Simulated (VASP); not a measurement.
# BiTe in VASP: a series of runs

BiTe is run at these levels: PBE; tasks: single point.

All numbers are computed with VASP 6.6.1; they aren't measurements. Logs are shortened: lines on timing, memory, paths and dates and some standing lists are left out, and cuts for length are marked.

## 1. The cell of the first run

It takes space group Fm-3m (No. 225, cubic). Conventional cell: a = 6.339 Å, b = 6.339 Å, c = 6.339 Å, α = 90.00°, β = 90.00°, γ = 90.00°. Within 4.2 Å of Bi (site symmetry m-3m) lie 6 Te at 3.17 Å. Within 4.2 Å of Te (site symmetry m-3m) lie 6 Bi at 3.17 Å.

## 2. Single point, PBE (volume scaled by 0.9405)

Input file INCAR:

```
SYSTEM = BiTe
ALGO = Normal ; EDIFF = 1E-6
ENCUT = 520 ; GGA = PE
ISIF = 2 ; ISMEAR = -1
LASPH = .True. ; LCHARG = .False.
LREAL = .False. ; LWAVE = .False.
NBANDS = 18 ; NELM = 60
PREC = Accurate ; SIGMA = 0.03
```

Input file KPOINTS:

```
k-points
0
Gamma
  10 10 10
  0 0 0
```

Input file POSCAR:

```
BiTe
1.0
    0.0000000000      3.1695228346      3.1695228346
    3.1695228346      0.0000000000      3.1695228346
    3.1695228346      3.1695228346      0.0000000000
Bi Te
1 1
Direct
    0.0000000000      0.0000000000      0.0000000000
    0.5000000000      0.5000000000      0.5000000000
```

Potentials or basis: VASP PAW PBE potentials, release 64 (Bi_d, Te).

Launch:

```sh
cat potpaw_PBE.64/Bi_d/POTCAR potpaw_PBE.64/Te/POTCAR > POTCAR
mpirun -np 1 vasp_std > vasp.out
```

OUTCAR:

```text
SYSTEM = BiTe
   EDIFF = 1E-6
   ENCUT = 520
   GGA = PE
   ISIF = 2
   ISMEAR = -1
   LASPH = .True.
   LREAL = .False.
   NELM = 60
   PREC = Accurate

 ion  position               nearest neighbor table
   1  0.000  0.000  0.000-   2 3.17   2 3.17   2 3.17   2 3.17   2 3.17   2 3.17
   2  0.500  0.500  0.500-   1 3.17   1 3.17   1 3.17   1 3.17   1 3.17   1 3.17

  LATTYP: Found a face centered cubic cell.
 ALAT       =     6.3390456692

  Lattice vectors:

 A1 = (   0.0000000000,   3.1695228346,   3.1695228346)
 A2 = (   3.1695228346,   0.0000000000,   3.1695228346)
 A3 = (   3.1695228346,   3.1695228346,   0.0000000000)

Analysis of symmetry for initial positions (statically):
=====================================================================
 Subroutine PRICEL returns:
 Original cell was already a primitive cell.

 Routine SETGRP: Setting up the symmetry group for a
 face centered cubic supercell.

 Subroutine GETGRP returns: Found 48 space group operations
 (whereof 48 operations were pure point group operations)
 out of a pool of 48 trial point group operations.

The static configuration has the point symmetry O_h .

Analysis of symmetry for dynamics (positions and initial velocities):
=====================================================================
 Subroutine PRICEL returns:
 Original cell was already a primitive cell.

 Routine SETGRP: Setting up the symmetry group for a
 face centered cubic supercell.

 Subroutine GETGRP returns: Found 48 space group operations
 (whereof 48 operations were pure point group operations)
 out of a pool of 48 trial point group operations.

The dynamic configuration has the point symmetry O_h .

 Subroutine INISYM returns: Found 48 space group operations
 (whereof 48 operations are pure point group operations),
 and found     1 'primitive' translations

----------------------------------------------------------------------------------------

                                     Primitive cell

  volume of cell :      63.6813

  direct lattice vectors                    reciprocal lattice vectors
     0.000000000  3.169522835  3.169522835    -0.157752452  0.157752452  0.157752452
     3.169522835  0.000000000  3.169522835     0.157752452 -0.157752452  0.157752452
     3.169522835  3.169522835  0.000000000     0.157752452  0.157752452 -0.157752452

  length of vectors
     4.482382179  4.482382179  4.482382179     0.273235263  0.273235263  0.273235263

  position of ions in fractional coordinates (direct lattice)
     0.000000000  0.000000000  0.000000000
     0.500000000  0.500000000  0.500000000

  ion indices of the primitive-cell ions
   primitive index   ion index
                 1           1
                 2           2

----------------------------------------------------------------------------------------

 KPOINTS: k-points

Automatic generation of k-mesh.
 Grid dimensions read from file:
 generate k-points for:   10   10   10

 Generating k-lattice:

  Cartesian coordinates                     Fractional coordinates (reciprocal lattice)
    -0.015775245  0.015775245  0.015775245     0.100000000  0.000000000  0.000000000
     0.015775245 -0.015775245  0.015775245     0.000000000  0.100000000  0.000000000
     0.015775245  0.015775245 -0.015775245     0.000000000  0.000000000  0.100000000

  Length of vectors
     0.027323526  0.027323526  0.027323526

  Shift w.r.t. Gamma in fractional coordinates (k-lattice)
     0.000000000  0.000000000  0.000000000

 Subroutine IBZKPT returns following result:
 ===========================================

 Found     47 irreducible k-points:

 Following reciprocal coordinates:
            Coordinates               Weight
  0.000000  0.000000  0.000000      1.000000
  0.100000  0.000000  0.000000      8.000000
  0.200000  0.000000  0.000000      8.000000
  0.300000  0.000000  0.000000      8.000000
  0.400000  0.000000  0.000000      8.000000
  0.500000  0.000000  0.000000      4.000000
[... 16 lines left out ...]
  0.300000  0.300000  0.000000      6.000000
  0.400000  0.300000  0.000000     24.000000
 [... further k-points ...]
   k-points           NKPTS =     47   k-points in BZ     NKDIM =     47   number of bands    NBANDS=     18
   number of dos      NEDOS =    301   number of ions     NIONS =      2
   total plane-waves  NPLWV =  46656
   dimension x,y,z NGX =    36 NGY =   36 NGZ =   36
   dimension x,y,z NGXF=    72 NGYF=   72 NGZF=   72
   ions per type =               1   1
   NGX,Y,Z   is equivalent  to a cutoff of  13.35, 13.35, 13.35 a.u.
   NGXF,Y,Z  is equivalent  to a cutoff of  26.70, 26.70, 26.70 a.u.
 SYSTEM =  BiTe
   PREC   = accura    normal or accurate (medium, high low for compatibility)
   ISTART =      0    job   : 0-new  1-cont  2-samecut
   ICHARG =      2    charge: 1-file 2-atom 10-const
   ISPIN  =      1    spin polarized calculation?
   LNONCOLLINEAR =      F non collinear calculations
   LSORBIT =      F    spin-orbit coupling
[... 85 lines left out ...]
      2     -15.7694      2.00000
      3     -15.7599      2.00000
      4     -15.7579      2.00000
      5     -15.7579      2.00000
      6      -6.1638      2.00000
[... 10 lines left out ...]
     17      15.8427      0.00000
     18      15.9914      0.00000

 k-point     4 :       0.3000    0.0000    0.0000
  band No.  band energies     occupation
      1     -15.7714      2.00000
      2     -15.7714      2.00000
      3     -15.7592      2.00000
      4     -15.7550      2.00000
      5     -15.7550      2.00000
      6      -5.6920      2.00000
[... 10 lines left out ...]
     17      17.1799      0.00000
     18      17.6444      0.00000

 k-point     5 :       0.4000    0.0000    0.0000
  band No.  band energies     occupation
      1     -15.7731      2.00000
      2     -15.7731      2.00000
      3     -15.7587      2.00000
      4     -15.7527      2.00000
      5     -15.7527      2.00000
      6      -5.0543      2.00000
[... 10 lines left out ...]
     17      16.6916      0.00000
     18      17.9143      0.00000

 k-point     6 :       0.5000    0.0000    0.0000
  band No.  band energies     occupation
      1     -15.7738      2.00000
      2     -15.7738      2.00000
      3     -15.7585      2.00000
      4     -15.7517      2.00000
      5     -15.7517      2.00000
      6      -4.4209      2.00000
[... 10 lines left out ...]
     17      15.6572      0.00000
     18      16.7607      0.00000

 k-point     7 :       0.1000    0.1000    0.0000
  band No.  band energies     occupation
      1     -15.7692      2.00000
      2     -15.7669      2.00000
      3     -15.7612      2.00000
      4     -15.7595      2.00000
      5     -15.7595      2.00000
      6      -6.4203      2.00000
[... 10 lines left out ...]
     17      14.0434      0.00000
     18      14.2230      0.00000

 k-point     8 :       0.2000    0.1000    0.0000
  band No.  band energies     occupation
      1     -15.7711      2.00000
      2     -15.7672      2.00000
      3     -15.7611      2.00000
      4     -15.7579      2.00000
      5     -15.7575      2.00000
      6      -6.1979      2.00000
[... 10 lines left out ...]
     17      14.7669      0.00000
     18      14.8939      0.00000
[... 229 lines left out ...]
     17      16.5382      0.00000
     18      17.2577      0.00000

 k-point    20 :      -0.4000    0.2000    0.0000
  band No.  band energies     occupation
      1     -15.7764      2.00000
      2     -15.7710      2.00000
      3     -15.7569      2.00000
      4     -15.7534      2.00000
      5     -15.7513      2.00000
      6      -4.3436      2.00000
[... 10 lines left out ...]
     17      17.1523      0.00000
     18      18.6456      0.00000

 k-point    21 :      -0.3000    0.2000    0.0000
  band No.  band energies     occupation
      1     -15.7739      2.00000
      2     -15.7720      2.00000
      3     -15.7570      2.00000
      4     -15.7536      2.00000
      5     -15.7535      2.00000
      6      -4.9913      2.00000
[... 10 lines left out ...]
     17      16.0587      0.00000
     18      17.1312      0.00000

 k-point    22 :      -0.2000    0.2000    0.0000
  band No.  band energies     occupation
      1     -15.7720      2.00000
      2     -15.7712      2.00000
      3     -15.7585      2.00000
      4     -15.7558      2.00000
      5     -15.7540      2.00000
      6      -5.5476      2.00000
[... 10 lines left out ...]
     17      15.4824      0.00000
     18      16.9440      0.00000

 k-point    23 :       0.3000    0.3000    0.0000
  band No.  band energies     occupation
      1     -15.7800      2.00000
      2     -15.7638      2.00000
      3     -15.7636      2.00000
      4     -15.7518      2.00000
      5     -15.7518      2.00000
      6      -5.4806      2.00000
[... 10 lines left out ...]
     17      15.5426      0.00000
     18      15.5426      0.00000

 k-point    24 :       0.4000    0.3000    0.0000
  band No.  band energies     occupation
      1     -15.7822      2.00000
      2     -15.7637      2.00000
      3     -15.7637      2.00000
      4     -15.7503      2.00000
      5     -15.7499      2.00000
      6      -5.1033      2.00000
[... 10 lines left out ...]
     17      16.4586      0.00000
     18      16.5296      0.00000

 [... further k-points ...]
[... 5 lines left out ...]
  --------------------------------------------------------------------------------------
  -------------------------------------------------------------------------------------
  Total        1.7047841      1.7047841      1.7047841      0.0000000      0.0000000      0.0000000
  in kB       42.8912108     42.8912108     42.8912108      0.0000000      0.0000000      0.0000000
  external PRESSURE =      42.8912108 kB  Pullay stress =       0.0000000 kB

 VOLUME and BASIS-vectors are now :
 -----------------------------------------------------------------------------
  energy-cutoff  :      520.00
  volume of cell :       63.68
      direct lattice vectors                 reciprocal lattice vectors
     0.000000000  3.169522835  3.169522835    -0.157752452  0.157752452  0.157752452
     3.169522835  0.000000000  3.169522835     0.157752452 -0.157752452  0.157752452
     3.169522835  3.169522835  0.000000000     0.157752452  0.157752452 -0.157752452

 POSITION                                       TOTAL-FORCE (eV/Angst)
 -----------------------------------------------------------------------------------
      0.00000      0.00000      0.00000         0.000000     -0.000000     -0.000000
      3.16952      3.16952      3.16952        -0.000000      0.000000      0.000000
 -----------------------------------------------------------------------------------
    total drift:                               -0.000000      0.000000      0.000000

  FREE ENERGIE OF THE ION-ELECTRON SYSTEM (eV)
  ---------------------------------------------------
  free  energy   TOTEN  =        -7.1114839032 eV

  energy  without entropy=       -7.1060018552  energy(sigma->0) =       -7.10874288
```

Wall time 41 s (1 thread of Intel Xeon Platinum 8259CL at 2.50GHz (Skylake/Cascade Lake), shared host); peak memory 0.23 GiB.

What came out:

| Property | Result |
| --- | --- |
| Free energy | -7.1115 eV |
| Pressure | 4.3 GPa |

Caveat: spin-orbit coupling is left out, which moves the levels of the heavy elements.

## 3. Single point, PBE (volume scaled by 0.98)

Input file INCAR:

```
SYSTEM = BiTe
PREC = Accurate ; ENCUT = 520
EDIFF = 1E-6 ; ISMEAR = -1
SIGMA = 0.03 ; LREAL = .FALSE.
LASPH = .TRUE. ; NELM = 80
ALGO = Normal ; ISIF = 2
LWAVE = .FALSE. ; LCHARG = .FALSE.
GGA = PE ; NBANDS = 18
```

Input file KPOINTS:

```
regular mesh
0
G
  10 10 10
  0 0 0
```

Input file POSCAR:

```
BiTe
1.0
    0.0000000000      3.2132879364      3.2132879364
    3.2132879364      0.0000000000      3.2132879364
    3.2132879364      3.2132879364      0.0000000000
Bi Te
1 1
Direct
    0.0000000000      0.0000000000      0.0000000000
    0.5000000000      0.5000000000      0.5000000000
```

Potentials or basis: VASP PAW PBE potentials, release 64 (Bi_d, Te).

Launch:

```sh
cat potpaw_PBE.64/Bi_d/POTCAR potpaw_PBE.64/Te/POTCAR > POTCAR
mpirun -np 1 vasp_std > vasp.out
```

It took 60 s on 1 thread of Intel Xeon Platinum 8259CL at 2.50GHz (Skylake/Cascade Lake), shared host; peak memory 0.23 GiB.

The run converged. Its results:

| Item | Value |
| --- | --- |
| Free energy | -7.1624 eV |
| Pressure | 1.8 GPa |

Levels at points of the mesh, in eV from the Fermi level:
```tsv
k point	band 6	band 7	band 8	band 9	band 10	band 11	band 12	band 13	band 14	band 15
(0.00, 0.00, 0.00)	-13.66	-8.05	-2.59	-2.59	-2.59	2.20	2.20	2.20	4.64	4.64
(0.50, 0.00, 0.00)	-11.65	-11.31	-1.95	-1.95	-1.59	-0.82	-0.65	-0.65	7.38	7.83
(0.50, 0.50, 0.00)	-11.84	-9.95	-5.79	-4.10	-4.10	2.18	3.69	3.69	5.12	8.73
```

Caveat: spin-orbit coupling is left out, which moves the levels of the heavy elements.

## 4. Single point, PBE (volume scaled by 1.02)

Input file INCAR:

```
SYSTEM = BiTe
  PREC = Accurate
  ENCUT = 520
  EDIFF = 1E-6
  ISMEAR = -1
  SIGMA = 0.03
  LREAL = .False.
  LASPH = .True.
  NELM = 60
  ALGO = Normal
  ISIF = 2
  LWAVE = .False.
  LCHARG = .False.
  GGA = PE
  NBANDS = 18
```

Input file KPOINTS:

```
regular mesh
0
Gamma
  10 10 10
  0 0 0
```

Input file POSCAR:

```
BiTe
1.0
    0.0000000000      3.2564244654      3.2564244654
    3.2564244654      0.0000000000      3.2564244654
    3.2564244654      3.2564244654      0.0000000000
Bi Te
1 1
Direct
    0.0000000000      0.0000000000      0.0000000000
    0.5000000000      0.5000000000      0.5000000000
```

Launch:

```sh
cat potpaw_PBE.64/Bi_d/POTCAR potpaw_PBE.64/Te/POTCAR > POTCAR
mpirun -np 1 vasp_std > vasp.out
```

Wall time 64 s (1 thread of Intel Xeon Platinum 8259CL at 2.50GHz (Skylake/Cascade Lake), shared host); peak memory 0.23 GiB.

It converged, with:

```
Free energy : -7.1761 eV
Pressure    : -0.2 GPa
```

Levels at points of the mesh, in eV from the Fermi level:
```tsv
k point	band 8	band 9	band 10	band 11	band 12	band 13
(0.00, 0.00, 0.00)	-2.49	-2.49	-2.49	2.12	2.12	2.12
(0.50, 0.00, 0.00)	-1.87	-1.87	-1.59	-0.80	-0.59	-0.59
(0.50, 0.50, 0.00)	-5.52	-3.91	-3.91	2.32	3.50	3.50
```

Caveat: spin-orbit coupling is left out, which moves the levels of the heavy elements.

## 5. Single point, PBE (volume scaled by 1.06)

Input file INCAR:

```
ALGO     = Normal         # electronic algorithm
EDIFF    = 1E-6           # SCF threshold, eV
ENCUT    = 520            # plane-wave cutoff, eV
GGA      = PE             # functional
ISIF     = 2              # what is computed and relaxed
ISMEAR   = -1             # smearing method
LASPH    = T              # aspherical terms in the spheres
LCHARG   = F              # write CHGCAR
LREAL    = F              # projectors in reciprocal space
LWAVE    = F              # write WAVECAR
NBANDS   = 18             # bands
NELM     = 60             # most SCF steps
PREC     = Accurate       # precision mode
SIGMA    = 0.03           # smearing width, eV
```

Input file KPOINTS:

```
k-points
0
Gamma
  10 10 10
```

Input file POSCAR:

```
BiTe
1.0
    0.0000000000      3.2984474805      3.2984474805
    3.2984474805      0.0000000000      3.2984474805
    3.2984474805      3.2984474805      0.0000000000
Bi Te
1 1
Direct
    0.0000000000      0.0000000000      0.0000000000
    0.5000000000      0.5000000000      0.5000000000
```

Launch:

```sh
cat potpaw_PBE.64/Bi_d/POTCAR potpaw_PBE.64/Te/POTCAR > POTCAR
mpirun -np 1 vasp_std > vasp.out
```

Wall time 60 s (1 thread of Intel Xeon Platinum 8259CL at 2.50GHz (Skylake/Cascade Lake), shared host); peak memory 0.23 GiB.

Results (log left out):

```yaml
Free_energy: -7.1589 eV
Pressure: -1.9 GPa
```

Levels at points of the mesh, in eV from the Fermi level:
| k point | band 6 | band 7 | band 8 | band 9 | band 10 | band 11 | band 12 | band 13 | band 14 | band 15 |
| --- | --- | --- | --- | --- | --- | --- | --- | --- | --- | --- |
| (0.00, 0.00, 0.00) | -13.13 | -8.33 | -2.39 | -2.39 | -2.39 | 2.03 | 2.03 | 2.03 | 4.76 | 4.76 |
| (0.50, 0.00, 0.00) | -11.33 | -11.06 | -1.79 | -1.79 | -1.60 | -0.79 | -0.54 | -0.54 | 7.21 | 7.62 |
| (0.50, 0.50, 0.00) | -11.55 | -9.94 | -5.27 | -3.74 | -3.74 | 2.46 | 3.33 | 3.33 | 4.55 | 8.51 |

Caveat: spin-orbit coupling is left out, which moves the levels of the heavy elements.

## 6. Single point, PBE (xy shear strain of +4 %)

Input file INCAR:

```
PREC = Accurate
ENCUT = 520
EDIFF = 1E-6
ISMEAR = -1
SIGMA = 0.03
LREAL = F
LASPH = T
NELM = 60
ALGO = Normal
ISIF = 2
LWAVE = F
LCHARG = T
GGA = PE
LELF = T
LVHAR = T
NBANDS = 18
```

Input file KPOINTS:

```
Automatic mesh
0
Gamma
  10 10 10
```

Input file POSCAR:

```
BiTe
1.0
    0.0647000000      3.2350000000      3.2350000000
    3.2350000000      0.0647000000      3.2350000000
    3.2997000000      3.2997000000      0.0000000000
Bi Te
1 1
Direct
    0.0000000000      0.0000000000      0.0000000000
    0.5000000000      0.5000000000      0.5000000000
```

Potentials or basis: VASP PAW PBE potentials, release 64 (Bi_d, Te).

Launch:

```sh
cat potpaw_PBE.64/Bi_d/POTCAR potpaw_PBE.64/Te/POTCAR > POTCAR
mpirun -np 1 vasp_std > vasp.out
```

Wall time 1.7 min (1 thread of Intel Xeon Platinum 8488C (Sapphire Rapids), shared host); peak memory 0.35 GiB.

It converged, with:

```yaml
Free_energy: -7.1745 eV
Pressure: 0.7 GPa
```

Stress tensor (GPa, compression positive):
```
0.66 0.08 0.00
0.08 0.66 0.00
0.00 0.00 0.67
```

Levels at points of the mesh, in eV from the Fermi level:
| k point | band 7 | band 8 | band 9 | band 10 | band 11 | band 12 | band 13 | band 14 |
| --- | --- | --- | --- | --- | --- | --- | --- | --- |
| (0.00, 0.00, 0.00) | -8.14 | -2.73 | -2.56 | -2.37 | 2.09 | 2.15 | 2.23 | 4.43 |
| (0.50, 0.00, 0.00) | -11.22 | -2.02 | -1.96 | -1.67 | -0.95 | -0.76 | -0.62 | 7.35 |
| (0.50, 0.50, 0.00) | -9.97 | -5.66 | -4.21 | -3.82 | 2.25 | 3.51 | 3.67 | 4.95 |
| (0.00, 0.00, 0.50) | -11.29 | -1.92 | -1.82 | -1.52 | -0.78 | -0.56 | -0.49 | 7.22 |
| (0.50, 0.00, 0.50) | -9.96 | -5.67 | -4.02 | -4.02 | 2.24 | 3.54 | 3.59 | 4.92 |

Caveat: the cell differs from its parent crystal (xy shear strain of +4 %); spin-orbit coupling is left out, which moves the levels of the heavy elements.

## 7. The runs side by side

| cell | gap on the mesh (eV) | pressure (GPa) |
| --- | --- | --- |
| a = 4.482 Å, angles 60.0°, 2 atoms | none | 4.3 |
| a = 4.544 Å, angles 60.0°, 2 atoms | none | 1.8 |
| a = 4.605 Å, angles 60.0°, 2 atoms | none | -0.2 |
| a = 4.665 Å, angles 60.0°, 2 atoms | none | -1.9 |
| a = 4.575, b = 4.575, c = 4.666 Å, angles 59.3, 59.3, 58.7°, 2 atoms | none | 0.7 |

Alike in all rows: task single point; level PBE; potentials or basis VASP PAW PBE potentials, release 64 (Bi_d, Te); no spin polarisation; k mesh 10 × 10 × 10; cutoff (eV) 520; smearing fermi-dirac 0.03 eV.

Caveats: spin-orbit coupling is left out, which moves the levels of the heavy elements.

Absolute energies hang on the potentials; compare differences alone.
